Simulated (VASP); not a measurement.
A run of VASP 6.6.1:

POSCAR

```
PbS
1.0
    2.0612977081     -5.9375604999      0.0000000000
    2.0612977081      5.9375604999      0.0000000000
    0.0000000000      0.0000000000      4.2409393719
Pb S
2 2
Direct
    0.8694370000      0.1305630000      0.7500000000
    0.1305630000      0.8694370000      0.2500000000
    0.6452030000      0.3547970000      0.7500000000
    0.3547970000      0.6452030000      0.2500000000
```

INCAR.step1

```
SYSTEM = PbS
PREC     = Accurate       ! precision mode
ENCUT    = 520            ! plane-wave cutoff, eV
ISMEAR   = 0              ! smearing method
SIGMA    = 0.01           ! smearing width, eV
LREAL    = .FALSE.        ! projectors in reciprocal space
LASPH    = .TRUE.         ! aspherical terms in the spheres
NELM     = 60             ! most SCF steps
NBANDS   = 28             ! bands
GGA      = PE             ! functional
ALGO     = Normal         ! electronic algorithm
EDIFF    = 1E-4           ! SCF threshold, eV
LWAVE    = .TRUE.         ! write WAVECAR
LCHARG   = .FALSE.        ! write CHGCAR
```

File INCAR.step2:

```
SYSTEM = PbS
PREC     = Accurate       ! precision mode
ENCUT    = 520            ! plane-wave cutoff, eV
EDIFF    = 1E-6           ! SCF threshold, eV
ISMEAR   = 0              ! smearing method
SIGMA    = 0.01           ! smearing width, eV
LREAL    = .FALSE.        ! projectors in reciprocal space
LASPH    = .TRUE.         ! aspherical terms in the spheres
NELM     = 60             ! most SCF steps
ALGO     = Normal         ! electronic algorithm
ISIF     = 2              ! what is computed and relaxed
LWAVE    = .FALSE.        ! write WAVECAR
LCHARG   = .FALSE.        ! write CHGCAR
METAGGA  = R2SCAN         ! meta-GGA
LMIXTAU  = .TRUE.       
NBANDS   = 28             ! bands
ISTART   = 1
```

KPOINTS

```
Automatic mesh
0
G
  6 6 6
  0 0 0
```

Potentials or basis: VASP PAW PBE potentials, release 64 (Pb_d, S).

Launch:

```console
$ cat potpaw_PBE.64/Pb_d/POTCAR potpaw_PBE.64/S/POTCAR > POTCAR
$ cp INCAR.step1 INCAR
$ mpirun -np 1 vasp_std > vasp.out
$ cp INCAR.step2 INCAR
$ mpirun -np 1 vasp_std > vasp.out
```

Hardware: 1 thread of Intel Xeon 8259CL, with other jobs on the host.

How long does it take, and how much memory?

Wall time 9.1 min on 1 thread of Intel Xeon 8259CL, with other jobs on the host, peak memory 0.37 GiB. Counts: k points 52.
